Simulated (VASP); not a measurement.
# Sn3Se (Pm-3m) in VASP: notebook, part 2 of 2

VASP 6.6.1. Earlier steps stand in the parts before.

## 3. Relaxation of cell and atoms, PBE

This run uses another cell than the first one, of 26.84 Å³/atom.

Contents of INCAR:

```
SYSTEM = Sn3Se
ALGO = Normal ; EDIFF = 1E-6
EDIFFG = -0.01 ; ENCUT = 600
GGA = PE ; IBRION = 2
ISIF = 3 ; ISMEAR = 0
LASPH = .True. ; LCHARG = .False.
LREAL = .False. ; LWAVE = .False.
NELM = 100 ; NSW = 100
PREC = Accurate ; SIGMA = 0.1
```

Contents of KPOINTS:

```
k-points
0
Gamma
  10 10 10
  0 0 0
```

Contents of POSCAR:

```
Sn3Se
1.0
    4.7527258473      0.0000000000      0.0000000000
    0.0000000000      4.7527258473      0.0000000000
    0.0000000000      0.0000000000      4.7527258473
Sn Se
3 1
Direct
    0.0000000000      0.5000000000      0.5000000000
    0.5000000000      0.0000000000      0.5000000000
    0.5000000000      0.5000000000      0.0000000000
    0.0000000000      0.0000000000      0.0000000000
```

Potentials or basis: VASP PAW PBE potentials, release 64 (Sn_d, Se).

Launch:

```
$ cat potpaw_PBE.64/Sn_d/POTCAR potpaw_PBE.64/Se/POTCAR > POTCAR
$ mpirun -np 1 vasp_std > vasp.out
```

OUTCAR:

```text
SYSTEM = Sn3Se
   EDIFF = 1E-6
   EDIFFG = -0.01
   ENCUT = 600
   GGA = PE
   IBRION = 2
   ISIF = 3
   ISMEAR = 0
   LASPH = .True.
   LREAL = .False.
   NELM = 100
   NSW = 100
   PREC = Accurate

 ion  position               nearest neighbor table
   1  0.000  0.500  0.500-   2 3.36   3 3.36   3 3.36   2 3.36   2 3.36   3 3.36   3 3.36   2 3.36

   2  0.500  0.000  0.500-   1 3.36   3 3.36   3 3.36   1 3.36   3 3.36   3 3.36   1 3.36   1 3.36

   3  0.500  0.500  0.000-   1 3.36   2 3.36   1 3.36   2 3.36   2 3.36   2 3.36   1 3.36   1 3.36

   4  0.000  0.000  0.000-

  LATTYP: Found a simple cubic cell.
 ALAT       =     4.7527258473

  Lattice vectors:

 A1 = (   4.7527258473,   0.0000000000,   0.0000000000)
 A2 = (   0.0000000000,   4.7527258473,   0.0000000000)
 A3 = (   0.0000000000,   0.0000000000,   4.7527258473)

Analysis of symmetry for initial positions (statically):
=====================================================================
 Subroutine PRICEL returns:
 Original cell was already a primitive cell.

 Routine SETGRP: Setting up the symmetry group for a
 simple cubic supercell.

 Subroutine GETGRP returns: Found 48 space group operations
 (whereof 48 operations were pure point group operations)
 out of a pool of 48 trial point group operations.

The static configuration has the point symmetry O_h .

Analysis of symmetry for dynamics (positions and initial velocities):
=====================================================================
 Subroutine PRICEL returns:
 Original cell was already a primitive cell.

 Routine SETGRP: Setting up the symmetry group for a
 simple cubic supercell.

 Subroutine GETGRP returns: Found 48 space group operations
 (whereof 48 operations were pure point group operations)
 out of a pool of 48 trial point group operations.

The dynamic configuration has the point symmetry O_h .

 Subroutine INISYM returns: Found 48 space group operations
 (whereof 48 operations are pure point group operations),
 and found     1 'primitive' translations

----------------------------------------------------------------------------------------

                                     Primitive cell

  volume of cell :     107.3565

  direct lattice vectors                    reciprocal lattice vectors
     4.752725847  0.000000000  0.000000000     0.210405572  0.000000000  0.000000000
     0.000000000  4.752725847  0.000000000     0.000000000  0.210405572  0.000000000
     0.000000000  0.000000000  4.752725847     0.000000000  0.000000000  0.210405572

  length of vectors
     4.752725847  4.752725847  4.752725847     0.210405572  0.210405572  0.210405572

  position of ions in fractional coordinates (direct lattice)
     0.000000000  0.500000000  0.500000000
     0.500000000  0.000000000  0.500000000
     0.500000000  0.500000000  0.000000000
     0.000000000  0.000000000  0.000000000

  ion indices of the primitive-cell ions
   primitive index   ion index
                 1           1
                 2           2
                 3           3
                 4           4

[... 25 lines left out ...]

 Following reciprocal coordinates:
            Coordinates               Weight
  0.000000  0.000000  0.000000      1.000000
  0.100000  0.000000  0.000000      6.000000
  0.200000  0.000000  0.000000      6.000000
  0.300000  0.000000  0.000000      6.000000
  0.400000  0.000000  0.000000      6.000000
  0.500000  0.000000  0.000000      3.000000
[... 16 lines left out ...]
  0.200000  0.100000  0.100000     24.000000
  0.300000  0.100000  0.100000     24.000000
 [... further k-points ...]
   k-points           NKPTS =     56   k-points in BZ     NKDIM =     56   number of bands    NBANDS=     28
   number of dos      NEDOS =    301   number of ions     NIONS =      4
   total plane-waves  NPLWV =  64000
   dimension x,y,z NGX =    40 NGY =   40 NGZ =   40
   dimension x,y,z NGXF=    80 NGYF=   80 NGZF=   80
   ions per type =               3   1
   NGX,Y,Z   is equivalent  to a cutoff of  13.99, 13.99, 13.99 a.u.
   NGXF,Y,Z  is equivalent  to a cutoff of  27.98, 27.98, 27.98 a.u.
 SYSTEM =  Sn3Se
   PREC   = accura    normal or accurate (medium, high low for compatibility)
   ISTART =      0    job   : 0-new  1-cont  2-samecut
   ICHARG =      2    charge: 1-file 2-atom 10-const
   ISPIN  =      1    spin polarized calculation?
   LNONCOLLINEAR =      F non collinear calculations
   LSORBIT =      F    spin-orbit coupling
   LASPH  =      T    aspherical Exc in radial PAW
   ENCUT  =  600.0 eV  44.10 Ry    6.64 a.u.   9.49  9.49  9.49*2*pi/ulx,y,z
   NELM   =    100;   NELMIN=  2; NELMDL= -5     # of ELM steps
   EDIFF  = 0.1E-05   stopping-criterion for ELM
   LREAL  =      F    real-space projection
   EDIFFG = -.1E-01   stopping-criterion for IOM
   NSW    =    100    number of steps for IOM
   IBRION =      2    ionic relax: 0-MD 1-quasi-New 2-CG
   NFREE  =      1    steps in history (QN), initial steepest desc. (CG)
   ISIF   =      3    stress and relaxation
   ISYM   =      2    0-nonsym 1-usesym 2-fastsym
   POTIM  = 0.5000    time-step for ionic-motion
   TEBEG  =    0.0;   TEEND  =   0.0 temperature during run
   PSTRESS=    0.0 pullay stress
   NELECT =      48.0000    total number of electrons
   NUPDOWN=      -1.0000    fix difference up-down
   EMIN   =  10.00;   EMAX   =-10.00  energy-range for DOS
   EFERMI =   0.00;   METHOD = LEGACY
   ISMEAR =     0;   SIGMA  =   0.10  broadening in eV -4-tet -1-fermi 0-gaus
   EFERMI_NEDOS =   21; number of points for ismear=-14 and -15
   IALGO  =     38    algorithm
   IMIX   =      4    mixing-type and parameters
     AMIX     =   0.40;   BMIX     =  1.00
     AMIX_MAG =   1.60;   BMIX_MAG =  1.00
  volume/ion in A,a.u.               =      26.84       181.12
  Fermi-wavevector in a.u.,A,eV,Ry     =   1.251831  2.365618 21.321440  1.567082
  Thomas-Fermi vector in A             =   2.385760
   LORBIT       =      0    0 simple, 1 ext, 2 COOP (PROOUT), +10 PAW based schemes
   GGA     = PE    functional components
   LHFCALC =     F    Hartree Fock is set to
   AEXX    =    0.0000 exact exchange contribution
   IVDW    =     0    specifies the selected vdW correction
   LEPSILON=     F    determine dielectric tensor
   LRPA    =     F    only Hartree local field effects (RPA)
 conjugate gradient relaxation of ions
 non-spin polarized calculation
 Gauss-broadening in eV      SIGMA  =   0.10
  energy-cutoff  :      600.00
  volume of cell :      107.36
 maximum number of plane-waves:      3695
 NGX is ok and might be reduce to    40
   NGX = 19   NGY = 19   NGZ = 19

 number of electron      48.0000014 magnetization

 Free energy of the ion-electron system (eV)
  ---------------------------------------------------
  ext. energy  EPLUGINS =         0.00000000
  ---------------------------------------------------
  free energy    TOTEN  =       -14.83819631 eV

  energy without entropy =      -14.82538131  energy(sigma->0) =      -14.83178881

 E-fermi :   7.1876     XC(G=0): -10.1386

 val. band max:        7.1691953961   @ k =   0.3000   0.3000   0.2000
 cond. band min:       7.2078496472   @ k =   0.3000   0.3000   0.1000
 fundamental gap:      0.0386542512
 Fermi energy:         7.1876324360

 k-point     1 :       0.0000    0.0000    0.0000
  band No.  band energies     occupation
      1     -14.6432      2.00000
      2     -14.6432      2.00000
      3     -14.6432      2.00000
      4     -14.6241      2.00000
      5     -14.6241      2.00000
      6     -14.5905      2.00000
[... 733 lines left out ...]
     27       8.3765      0.00000
     28       9.4287      0.00000

 [... further k-points ...]

------------------------ aborting loop because EDIFF is reached ----------------------------------------

  FORCE on cell =-STRESS in cart. coord.  units (eV):
  Direction    XX          YY          ZZ          XY          YZ          ZX
  --------------------------------------------------------------------------------------
  -------------------------------------------------------------------------------------
  Total       -0.0065881     -0.0065881     -0.0065881      0.0000000     -0.0000000      0.0000000
  in kB       -0.0983203     -0.0983203     -0.0983203      0.0000000     -0.0000000      0.0000000
  external PRESSURE =      -0.0983203 kB  Pullay stress =       0.0000000 kB

 VOLUME and BASIS-vectors are now :
 -----------------------------------------------------------------------------
  energy-cutoff  :      600.00
  volume of cell :      107.36
      direct lattice vectors                 reciprocal lattice vectors
     4.752725847  0.000000000  0.000000000     0.210405572  0.000000000  0.000000000
     0.000000000  4.752725847  0.000000000     0.000000000  0.210405572  0.000000000
     0.000000000  0.000000000  4.752725847     0.000000000  0.000000000  0.210405572

 POSITION                                       TOTAL-FORCE (eV/Angst)
 -----------------------------------------------------------------------------------
      0.00000      2.37636      2.37636         0.000000      0.000000      0.000000
      2.37636      0.00000      2.37636         0.000000      0.000000      0.000000
      2.37636      2.37636      0.00000         0.000000      0.000000      0.000000
      0.00000      0.00000      0.00000         0.000000      0.000000      0.000000
 -----------------------------------------------------------------------------------
    total drift:                               -0.000000     -0.000000     -0.000000

  FREE ENERGIE OF THE ION-ELECTRON SYSTEM (eV)
  ---------------------------------------------------
  free  energy   TOTEN  =       -14.8381963058 eV

  energy  without entropy=      -14.8253813123  energy(sigma->0) =      -14.83178881

 reached required accuracy - stopping structural energy minimisation
```

CONTCAR:

```text
Sn3Se
   1.00000000000000
     4.7527258472999998    0.0000000000000000    0.0000000000000000
     0.0000000000000000    4.7527258472999998    0.0000000000000000
     0.0000000000000000    0.0000000000000000    4.7527258472999998
  Sn              Se
     3     1
Direct
     0.0000000000000000    0.5000000000000000    0.5000000000000000
     0.5000000000000000    0.0000000000000000    0.5000000000000000
     0.5000000000000000    0.5000000000000000    0.0000000000000000
     0.0000000000000000    0.0000000000000000    0.0000000000000000

  0.00000000E+00  0.00000000E+00  0.00000000E+00
  0.00000000E+00  0.00000000E+00  0.00000000E+00
  0.00000000E+00  0.00000000E+00  0.00000000E+00
  0.00000000E+00  0.00000000E+00  0.00000000E+00
```

It took 3 min on 1 thread of Intel Xeon Platinum 8488C (Sapphire Rapids), shared host; peak memory 0.35 GiB.

What came out:

| Quantity | Value |
| --- | --- |
| Free energy | -14.8382 eV |
| Pressure after relaxing | 0.0 GPa |
| Band gap on the k mesh | zero (bands 24 and 25 overlap by 2.43 eV) |

Final structure:
```
Sn Se
1.0
     4.75273    0.00000    0.00000
     0.00000    4.75273    0.00000
     0.00000    0.00000    4.75273
Sn Se
3 1
Direct
  0.00000 0.50000 0.50000
  0.50000 0.00000 0.50000
  0.50000 0.50000 0.00000
  0.00000 0.00000 0.00000
```

Caveat: the relaxation stopped at its first step, so nothing moved; spin-orbit coupling is left out, which moves the levels of the heavy elements.

The gap in the log of VASP goes by the Fermi energy; the results here count the filled bands.